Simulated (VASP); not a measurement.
# H (P4/mmm) in VASP: further runs

H is run at these levels: PBEsol, revPBE, PBE; tasks: single point.

All numbers are computed with VASP 6.6.1; they aren't measurements. Logs are shortened: lines on timing, memory, paths and dates and some standing lists are left out, and cuts for length are marked.

## 1. The cell of the first run

It takes space group P4/mmm (No. 123, tetragonal). Conventional cell: a = 2.650 Å, b = 2.650 Å, c = 0.980 Å, α = 90.00°, β = 90.00°, γ = 90.00°. H (site symmetry 4/mmm) has 2 H at 0.98 Å within 1.3 Å.

## 2. Single point, PBEsol

Contents of INCAR:

```
SYSTEM = H
ALGO = Normal
EDIFF = 1E-6
ENCUT = 500
GGA = PS
GGA_COMPAT = .FALSE.
ISIF = 2
ISMEAR = 0
LASPH = .TRUE.
LCHARG = .FALSE.
LREAL = .FALSE.
LWAVE = .FALSE.
NBANDS = 6
NELM = 120
PREC = Accurate
SIGMA = 0.1
```

Contents of KPOINTS:

```
k-points
0
G
  8 8 22
  0 0 0
```

Contents of POSCAR:

```
H
1.0
    2.6496387389      0.0000000000      0.0000000000
    0.0000000000      2.6496387389      0.0000000000
    0.0000000000      0.0000000000      0.9804929200
H
1
Direct
    0.0000000000      0.0000000000      0.5000000000
```

Potentials or basis: VASP PAW PBE potentials, release 64 (H).

Run with:

```
$ cat potpaw_PBE.64/H/POTCAR > POTCAR
$ mpirun -np 1 vasp_std > vasp.out
```

OUTCAR:

```text
SYSTEM = H
   EDIFF = 1E-6
   ENCUT = 500
   GGA = PS
   ISIF = 2
   ISMEAR = 0
   LASPH = .TRUE.
   LREAL = .FALSE.
   NELM = 120
   PREC = Accurate

 ion  position               nearest neighbor table
   1  0.000  0.000  0.500-

  LATTYP: Found a simple tetragonal cell.
 ALAT       =     2.6496387389
 C/A-ratio  =     0.3700477750

  Lattice vectors:

 A1 = (   2.6496387389,   0.0000000000,   0.0000000000)
 A2 = (   0.0000000000,   2.6496387389,   0.0000000000)
 A3 = (   0.0000000000,   0.0000000000,   0.9804929200)

Analysis of symmetry for initial positions (statically):
=====================================================================
 Subroutine PRICEL returns:
 Original cell was already a primitive cell.

 Routine SETGRP: Setting up the symmetry group for a
 simple tetragonal supercell.

 Subroutine GETGRP returns: Found 16 space group operations
 (whereof 16 operations were pure point group operations)
 out of a pool of 16 trial point group operations.

The static configuration has the point symmetry D_4h.

Analysis of symmetry for dynamics (positions and initial velocities):
=====================================================================
 Subroutine PRICEL returns:
 Original cell was already a primitive cell.

 Routine SETGRP: Setting up the symmetry group for a
 simple tetragonal supercell.

 Subroutine GETGRP returns: Found 16 space group operations
 (whereof 16 operations were pure point group operations)
 out of a pool of 16 trial point group operations.

The dynamic configuration has the point symmetry D_4h.

 Subroutine INISYM returns: Found 16 space group operations
 (whereof 16 operations are pure point group operations),
 and found     1 'primitive' translations

----------------------------------------------------------------------------------------

                                     Primitive cell

  volume of cell :       6.8836

  direct lattice vectors                    reciprocal lattice vectors
     2.649638739  0.000000000  0.000000000     0.377409941  0.000000000  0.000000000
     0.000000000  2.649638739  0.000000000     0.000000000  0.377409941  0.000000000
     0.000000000  0.000000000  0.980492920     0.000000000  0.000000000  1.019895177

  length of vectors
     2.649638739  2.649638739  0.980492920     0.377409941  0.377409941  1.019895177

  position of ions in fractional coordinates (direct lattice)
[... 71 lines left out ...]
   ISPIN  =      1    spin polarized calculation?
   LNONCOLLINEAR =      F non collinear calculations
   LSORBIT =      F    spin-orbit coupling
   LASPH  =      T    aspherical Exc in radial PAW
   ENCUT  =  500.0 eV  36.75 Ry    6.06 a.u.   4.83  4.83  1.79*2*pi/ulx,y,z
   NELM   =    120;   NELMIN=  2; NELMDL= -5     # of ELM steps
   EDIFF  = 0.1E-05   stopping-criterion for ELM
   LREAL  =      F    real-space projection
   EDIFFG = 0.1E-04   stopping-criterion for IOM
   NSW    =      0    number of steps for IOM
   IBRION =     -1    ionic relax: 0-MD 1-quasi-New 2-CG
   NFREE  =      0    steps in history (QN), initial steepest desc. (CG)
   ISIF   =      2    stress and relaxation
   ISYM   =      2    0-nonsym 1-usesym 2-fastsym
   POTIM  = 0.5000    time-step for ionic-motion
   TEBEG  =    0.0;   TEEND  =   0.0 temperature during run
   PSTRESS=    0.0 pullay stress
   NELECT =       1.0000    total number of electrons
   NUPDOWN=      -1.0000    fix difference up-down
   EMIN   =  10.00;   EMAX   =-10.00  energy-range for DOS
   EFERMI =   0.00;   METHOD = LEGACY
   ISMEAR =     0;   SIGMA  =   0.10  broadening in eV -4-tet -1-fermi 0-gaus
   EFERMI_NEDOS =   21; number of points for ismear=-14 and -15
   IALGO  =     38    algorithm
   IMIX   =      4    mixing-type and parameters
     AMIX     =   0.40;   BMIX     =  1.00
     AMIX_MAG =   1.60;   BMIX_MAG =  1.00
  volume/ion in A,a.u.               =       6.88        46.45
  Fermi-wavevector in a.u.,A,eV,Ry     =   0.860602  1.626302 10.076956  0.740635
  Thomas-Fermi vector in A             =   1.978131
   LORBIT       =      0    0 simple, 1 ext, 2 COOP (PROOUT), +10 PAW based schemes
   GGA     = PS    functional components
   LHFCALC =     F    Hartree Fock is set to
   AEXX    =    0.0000 exact exchange contribution
   IVDW    =     0    specifies the selected vdW correction
   LEPSILON=     F    determine dielectric tensor
   LRPA    =     F    only Hartree local field effects (RPA)
 non-spin polarized calculation
 Gauss-broadening in eV      SIGMA  =   0.10
  energy-cutoff  :      500.00
  volume of cell :        6.88
 maximum number of plane-waves:       184
 NGX is ok and might be reduce to    20
   NGX =  9   NGY =  9   NGZ =  3

 number of electron       0.9999999 magnetization

 Free energy of the ion-electron system (eV)
  ---------------------------------------------------
  ext. energy  EPLUGINS =         0.00000000
  ---------------------------------------------------
  free energy    TOTEN  =        -2.95732939 eV

  energy without entropy =       -2.95732939  energy(sigma->0) =       -2.95732939

 E-fermi :  -1.3790     XC(G=0):  -6.9849

 val. band max:       -1.8073343151   @ k =   0.5000   0.5000   0.2273
 cond. band min:      -0.9415993842   @ k =   0.0000   0.0000   0.2727
 fundamental gap:      0.8657349309
 Fermi energy:        -1.3789525354

 k-point     1 :       0.0000    0.0000    0.0000
  band No.  band energies     occupation
      1     -12.4528      2.00000
      2       8.2620      0.00000
      3      14.0887      0.00000
      4      14.0887      0.00000
      5      16.9732      0.00000
      6      34.7421      0.00000
[... 199 lines left out ...]
 k-point    24 :       0.5000    0.1250    0.0455
  band No.  band energies     occupation
      1     -10.4938      2.00000
      2       1.6838      0.00000
      3      11.7646      0.00000
      4      18.1432      0.00000
      5      21.6701      0.00000
      6      28.7336      0.00000

 [... further k-points ...]
[... 5 lines left out ...]
  --------------------------------------------------------------------------------------
  -------------------------------------------------------------------------------------
  Total        0.0563751      0.0563751      0.0692105      0.0000000      0.0000000      0.0000000
  in kB       13.1213892     13.1213892     16.1088562      0.0000000      0.0000000      0.0000000
  external PRESSURE =      14.1172115 kB  Pullay stress =       0.0000000 kB

 VOLUME and BASIS-vectors are now :
 -----------------------------------------------------------------------------
  energy-cutoff  :      500.00
  volume of cell :        6.88
      direct lattice vectors                 reciprocal lattice vectors
     2.649638739  0.000000000  0.000000000     0.377409941  0.000000000  0.000000000
     0.000000000  2.649638739  0.000000000     0.000000000  0.377409941  0.000000000
     0.000000000  0.000000000  0.980492920     0.000000000  0.000000000  1.019895177

 POSITION                                       TOTAL-FORCE (eV/Angst)
 -----------------------------------------------------------------------------------
      0.00000      0.00000      0.49025         0.000000      0.000000      0.000000
 -----------------------------------------------------------------------------------
    total drift:                               -0.000000      0.000000      0.000000

  FREE ENERGIE OF THE ION-ELECTRON SYSTEM (eV)
  ---------------------------------------------------
  free  energy   TOTEN  =        -2.9573293862 eV

  energy  without entropy=       -2.9573293862  energy(sigma->0) =       -2.95732939
```

OSZICAR:

```text
N       E                     dE             d eps       ncg     rms          rms(c)
DAV:   1    -0.295752911564E+01   -0.29575E+01   -0.22268E+02  2280   0.672E+01
DAV:   2    -0.304543373414E+01   -0.87905E-01   -0.87905E-01  2838   0.557E+00
DAV:   3    -0.304547713124E+01   -0.43397E-04   -0.43397E-04  2460   0.119E-01
DAV:   4    -0.304547714255E+01   -0.11311E-07   -0.11324E-07  3192   0.187E-03
DAV:   5    -0.304547714255E+01   -0.23874E-11   -0.25884E-11  2424   0.194E-05    0.175E+00
DAV:   6    -0.298432193219E+01    0.61155E-01   -0.20653E-02  2358   0.448E-01    0.102E+00
DAV:   7    -0.295596774712E+01    0.28354E-01   -0.39652E-02  2364   0.688E-01    0.962E-02
DAV:   8    -0.295730906819E+01   -0.13413E-02   -0.13216E-03  2244   0.143E-01    0.102E-02
DAV:   9    -0.295732518352E+01   -0.16115E-04   -0.12371E-05  2760   0.138E-02    0.426E-03
DAV:  10    -0.295732938210E+01   -0.41986E-05   -0.51836E-06  2310   0.963E-03    0.357E-04
DAV:  11    -0.295732938625E+01   -0.41407E-08   -0.78297E-09  2334   0.578E-04
   1 F= -.29573294E+01 E0= -.29573294E+01  d E =-.125431E-11
```

Run time: 11 s. Hardware: 1 thread of Intel Xeon 8259CL, shared host; peak memory 0.11 GiB.

Results:

```yaml
Free_energy: -2.9573 eV
Pressure: 1.4 GPa
Band_gap_on_the_k_mesh: zero (an odd number of electrons rules out a gap without spin polarisation)
```

Caveat: the PAW data sets were made with another functional, which shifts forces and pressure a little.

## 3. Single point, revPBE

Contents of INCAR:

```
SYSTEM = H
  ALGO = Normal
  EDIFF = 1E-6
  ENCUT = 500
  GGA = RE
  GGA_COMPAT = .FALSE.
  ISIF = 2
  ISMEAR = 0
  LASPH = .TRUE.
  LCHARG = .TRUE.
  LELF = .TRUE.
  LREAL = .FALSE.
  LVHAR = .TRUE.
  LWAVE = .FALSE.
  NBANDS = 6
  NELM = 120
  PREC = Accurate
  SIGMA = 0.1
```

KPOINTS is that of step 2.

POSCAR is that of step 2.

Potentials or basis: VASP PAW PBE potentials, release 64 (H).

Run with:

```
$ cat potpaw_PBE.64/H/POTCAR > POTCAR
$ mpirun -np 1 vasp_std > vasp.out
```

Wall time 11 s (1 thread of Intel Xeon 8259CL, shared host); peak memory 0.11 GiB.

The run converged. Its results:

```yaml
Free_energy: -3.0548 eV
Pressure: 2.0 GPa
Band_gap_on_the_k_mesh: zero (an odd number of electrons rules out a gap without spin polarisation)
```

Stress tensor (GPa, compression positive):
```
 3.51  0.00  0.00
 0.00  3.51  0.00
 0.00  0.00 -1.05
```

Levels at points of the mesh, in eV from the Fermi level:
```csv
k point,band 1,band 2,band 3,band 4
"(0.00, 0.00, 0.00)",-11.08,10.18,15.71,15.71
"(0.50, 0.00, 0.00)",-9.69,3.00,16.75,18.61
"(0.50, 0.50, 0.00)",-8.58,6.69,6.69,10.51
"(0.00, 0.00, 0.50)",23.92,31.49,47.25,52.23
"(0.50, 0.00, 0.50)",24.75,33.72,41.94,42.29
"(0.50, 0.50, 0.50)",25.42,35.58,45.55,45.55
```

Caveat: the PAW data sets were made with another functional, which shifts forces and pressure a little.

## 4. Single point, PBE

This run uses another cell than the first one, of 9.16 Å³/atom.

Contents of INCAR:

```
SYSTEM = H
  ALGO = Normal
  EDIFF = 1E-6
  ENCUT = 500
  GGA = PE
  GGA_COMPAT = .False.
  ISIF = 2
  ISMEAR = 0
  LASPH = .True.
  LCHARG = .False.
  LREAL = .False.
  LWAVE = .False.
  NBANDS = 6
  NELM = 120
  PREC = Accurate
  SIGMA = 0.1
```

Contents of KPOINTS:

```
k-points
0
Gamma
  8 8 18
  0 0 0
```

Contents of POSCAR:

```
H
1.0
    2.9138725019      0.0000000000      0.0000000000
    0.0000000000      2.9138725019      0.0000000000
    0.0000000000      0.0000000000      1.0782720361
H
1
Direct
    0.0000000000      0.0000000000      0.5000000000
```

Run with:

```
$ cat potpaw_PBE.64/H/POTCAR > POTCAR
$ mpirun -np 1 vasp_std > vasp.out
```

It took 10 s on 1 thread of Intel Xeon 8259CL, shared host; peak memory 0.11 GiB.

Results (log left out):

```yaml
Free_energy: -2.9952 eV
Pressure: -6.2 GPa
Band_gap_on_the_k_mesh: zero (an odd number of electrons rules out a gap without spin polarisation)
```

Stress tensor (GPa, compression positive):
```
  0.77   0.00   0.00
  0.00   0.77   0.00
  0.00   0.00 -20.22
```

Levels at points of the mesh, in eV from the Fermi level:
| k point | band 1 | band 2 | band 3 |
| --- | --- | --- | --- |
| (0.00, 0.00, 0.00) | -8.51 | 9.38 | 14.47 |
| (0.50, 0.00, 0.00) | -7.51 | 3.98 | 15.01 |
| (0.50, 0.50, 0.00) | -6.71 | 7.05 | 7.05 |
| (0.00, 0.00, 0.50) | 19.72 | 27.28 | 39.99 |
| (0.50, 0.00, 0.50) | 20.27 | 29.03 | 36.16 |
| (0.50, 0.50, 0.50) | 20.72 | 30.47 | 39.15 |

Caveat: the cell stands under tension.

## 5. Single point, PBE, collinear spin, zero start

Contents of INCAR:

```
ALGO = Normal
EDIFF = 1E-6
ENCUT = 500
GGA = PE
GGA_COMPAT = F
ISIF = 2
ISMEAR = 0
ISPIN = 2
ISYM = 0
LASPH = T
LCHARG = T
LELF = T
LORBIT = 11
LREAL = F
LVHAR = T
LWAVE = F
MAGMOM = 0
NBANDS = 10
NELM = 200
PREC = Accurate
SIGMA = 0.1
```

Contents of KPOINTS:

```
k-points
0
Gamma
  9 3 10
```

Contents of POSCAR:

```
H
1.0
    2.6496387389      0.0000000000      0.0000000000
    0.0000000000      2.6496387389      0.0000000000
    0.0000000000      0.0000000000      0.9804929200
H
1
Direct
    0.0000000000      0.1887049705      0.5000000000
```

Potentials or basis: VASP PAW PBE potentials, release 64 (H).

Run with:

```
$ cat potpaw_PBE.64/H/POTCAR > POTCAR
$ mpirun -np 1 vasp_std > vasp.out
```

OUTCAR:

```text
EDIFF = 1E-6
   ENCUT = 500
   GGA = PE
   ISIF = 2
   ISMEAR = 0
   ISPIN = 2
   ISYM = 0
   LASPH = T
   LORBIT = 11
   LREAL = F
   NELM = 200
   PREC = Accurate

 ion  position               nearest neighbor table
   1  0.000  0.189  0.500-

IMPORTANT INFORMATION: All symmetrisations will be switched off!
NOSYMM: (Re-)initialisation of all symmetry stuff for point group C_1.

[... 808 lines left out ...]
  -------------------------------------------------------------------------------------
  Total        0.0971474      0.0684761     -0.2134746     -0.0000000      0.0000000      0.0000000
  in kB       22.6112235     15.9379208    -49.6865773     -0.0000010      0.0000003      0.0000002
  external PRESSURE =      -3.7124777 kB  Pullay stress =       0.0000000 kB

 VOLUME and BASIS-vectors are now :
 -----------------------------------------------------------------------------
  energy-cutoff  :      500.00
  volume of cell :        6.88
      direct lattice vectors                 reciprocal lattice vectors
     2.649638739  0.000000000  0.000000000     0.377409941  0.000000000  0.000000000
     0.000000000  2.649638739  0.000000000     0.000000000  0.377409941  0.000000000
     0.000000000  0.000000000  0.980492920     0.000000000  0.000000000  1.019895177

 POSITION                                       TOTAL-FORCE (eV/Angst)
 -----------------------------------------------------------------------------------
      0.00000      0.50000      0.49025        -0.000000     -0.000015     -0.000000
 -----------------------------------------------------------------------------------
    total drift:                               -0.000000     -0.000015     -0.000000

  FREE ENERGIE OF THE ION-ELECTRON SYSTEM (eV)
  ---------------------------------------------------
  free  energy   TOTEN  =        -3.1287071667 eV

  energy  without entropy=       -3.1287071667  energy(sigma->0) =       -3.12870717

 total charge

# of ion       s       p       d       tot
------------------------------------------
    1        0.546   0.025   0.000   0.570

 magnetization (x)

# of ion       s       p       d       tot
------------------------------------------
    1        0.000   0.000   0.000   0.000
```

OSZICAR:

```text
N       E                     dE             d eps       ncg     rms          rms(c)
DAV:   1    -0.228578605118E+01   -0.22858E+01   -0.26192E+02  5838   0.417E+01
DAV:   2    -0.321643237893E+01   -0.93065E+00   -0.91832E+00  6850   0.139E+01
DAV:   3    -0.322201313197E+01   -0.55808E-02   -0.55801E-02  6276   0.760E-01
DAV:   4    -0.322201356204E+01   -0.43007E-06   -0.43007E-06  6182   0.761E-03
DAV:   5    -0.322201356208E+01   -0.44121E-10   -0.44819E-10  5884   0.742E-05    0.183E+00
DAV:   6    -0.315935345860E+01    0.62660E-01   -0.18821E-02  6124   0.266E-01    0.108E+00
DAV:   7    -0.312742362655E+01    0.31930E-01   -0.42758E-02  5920   0.433E-01    0.103E-01
DAV:   8    -0.312868999771E+01   -0.12664E-02   -0.84420E-04  6000   0.805E-02    0.107E-02
DAV:   9    -0.312870413294E+01   -0.14135E-04   -0.13331E-05  6268   0.114E-02    0.329E-03
DAV:  10    -0.312870716449E+01   -0.30315E-05   -0.25631E-06  5848   0.561E-03    0.365E-04
DAV:  11    -0.312870716665E+01   -0.21644E-08   -0.41875E-09  4836   0.219E-04
   1 F= -.31287072E+01 E0= -.31287072E+01  d E =-.181570E-18  mag=     0.0000
```

It took 27 s on 1 thread of Intel Xeon 8259CL, shared host; peak memory 0.12 GiB.

Results:

| Item | Value |
| --- | --- |
| Free energy | -3.1287 eV |
| Pressure | -0.4 GPa |
| Net moment | 0.00 μB per cell |
| Valence electrons inside the program's atomic spheres | H 0.57 |

Stress tensor (GPa, compression positive):
```
 2.26  0.00  0.00
 0.00  1.59  0.00
 0.00  0.00 -4.97
```

Levels at points of the mesh, in eV from the Fermi level:
Spin up:
| k point | band 1 | band 2 | band 3 | band 4 | band 5 |
| --- | --- | --- | --- | --- | --- |
| (0.00, 0.00, 0.00) | -9.00 | 11.88 | 17.70 | 17.70 | 20.75 |
| (0.00, 0.00, 0.50) | 26.05 | 33.50 | 48.94 | 53.94 | 56.39 |
Spin down:
| k point | band 1 | band 2 | band 3 | band 4 |
| --- | --- | --- | --- | --- |
| (0.00, 0.00, 0.00) | -9.00 | 11.88 | 17.70 | 17.70 |
| (0.00, 0.00, 0.50) | 26.05 | 33.50 | 48.94 | 53.94 |

Caveat: the k points lie up to 0.79 Å⁻¹ apart.

(Part 1 of 2 ends here.)
